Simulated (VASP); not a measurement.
Wanted: the native input for a VASP 6.6.1 run.

```
Task                   : single point
Functional             : PBE
Potentials or basis    : VASP PAW PBE potentials, release 64 (Zr_sv, C)
Cutoff                 : 520 eV
k mesh                 : 14 × 14 × 14
Occupations            : gaussian, width 0.1 eV
Spin                   : no spin polarisation
Dipole correction      : no
Further INCAR settings : ALGO = Normal; EDIFF = 1e-06; NBANDS = 15
```

The structure of ZrC lies in POSCAR:

```
ZrC
1.0
   -0.0136312180      2.2652264064      2.2554495328
    2.2560370853     -0.0141952684      2.2560135832
    2.2461662033      2.2559195748     -0.0043243864
Zr C
1 1
Direct
    0.5096608388      0.5183919735      0.4135502785
   -0.0096608388     -0.0183919735      0.0864497215
```

This cell differs from its parent crystal: atoms moved at random and the cell strained at random.

The input as run:

INCAR

```
PREC = Accurate ; ENCUT = 520
EDIFF = 1E-6 ; ISMEAR = 0
SIGMA = 0.1 ; LREAL = F
LASPH = T ; NELM = 80
ALGO = Normal ; ISIF = 2
LWAVE = F ; LCHARG = F
GGA = PE ; NBANDS = 15
```

KPOINTS

```
Automatic mesh
0
Gamma
  14 14 14
```

Potentials or basis: VASP PAW PBE potentials, release 64 (Zr_sv, C).

Command:

```sh
$ cat potpaw_PBE.64/Zr_sv/POTCAR potpaw_PBE.64/C/POTCAR > POTCAR
$ mpirun -np 1 vasp_std > vasp.out
```

It gave:

* Pressure: 57.3 GPa
* Largest force: 5.530 eV/Å
* Band gap on the k mesh: 0.38 eV, indirect (least direct gap 0.71 eV)

Caveat: the cell differs from its parent crystal (atoms moved at random and the cell strained at random); forces of over 1 eV/Å act on the atoms, so gaps and moduli don't describe the material at rest.

Run time: 5.5 min on 1 thread of Intel(R) Xeon(R) Platinum 8259CL CPU @ 2.50GHz (Skylake/Cascade Lake), on a shared host, peak memory 0.55 GiB.
